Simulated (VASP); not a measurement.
Wanted: the native input for a VASP 6.6.1 run.

* Task: single point
* Functional: PBE
* Potentials or basis: VASP PAW PBE potentials, release 64 (Nb_sv, Te)
* Cutoff: 520 eV
* k mesh: 6 × 6 × 6
* Occupations: gaussian, width 0.05 eV
* Spin: collinear spin
* Starting moments: [2.0, 0.0] μB
* Dipole correction: no
* Further INCAR settings: ALGO = Normal; EDIFF = 1e-06; NBANDS = 20

The structure of NbTe lies in POSCAR:

```
NbTe
1.0
    0.0000000000      2.8900000000      2.8900000000
    2.8900000000      0.0000000000      2.8900000000
    2.8900000000      2.8900000000      0.0000000000
Nb Te
1 1
Direct
    0.5000000000      0.5000000000      0.5000000000
    0.0000000000      0.0000000000      0.0000000000
```

The input as run:

INCAR

```
SYSTEM = NbTe
  PREC = Accurate
  ENCUT = 520
  EDIFF = 1E-6
  ISMEAR = 0
  SIGMA = 0.05
  LREAL = .FALSE.
  LASPH = .TRUE.
  NELM = 150
  ALGO = Normal
  ISIF = 2
  LWAVE = .FALSE.
  LCHARG = .FALSE.
  ISPIN = 2
  MAGMOM = 2 0
  LORBIT = 11
  LMAXMIX = 4
  GGA = PE
  NBANDS = 20
```

KPOINTS

```
Automatic mesh
0
G
  6 6 6
  0 0 0
```

Potentials or basis: VASP PAW PBE potentials, release 64 (Nb_sv, Te).

Launch:

```sh
$ cat potpaw_PBE.64/Nb_sv/POTCAR potpaw_PBE.64/Te/POTCAR > POTCAR
$ mpirun -np 1 vasp_std > vasp.out
```

It gave:

```json
{"Pressure": "-2.6 GPa", "Net moment": "1.25 μB per cell", "Site moments": "Nb +0.97; Te -0.02 μB", "Valence electrons inside the program's atomic spheres": "Nb 10.64; Te 3.47"}
```

It took 55 s on 1 thread of AMD EPYC 7R43 64-Core Processor (Zen 3) (shared host), peak memory 0.16 GiB.
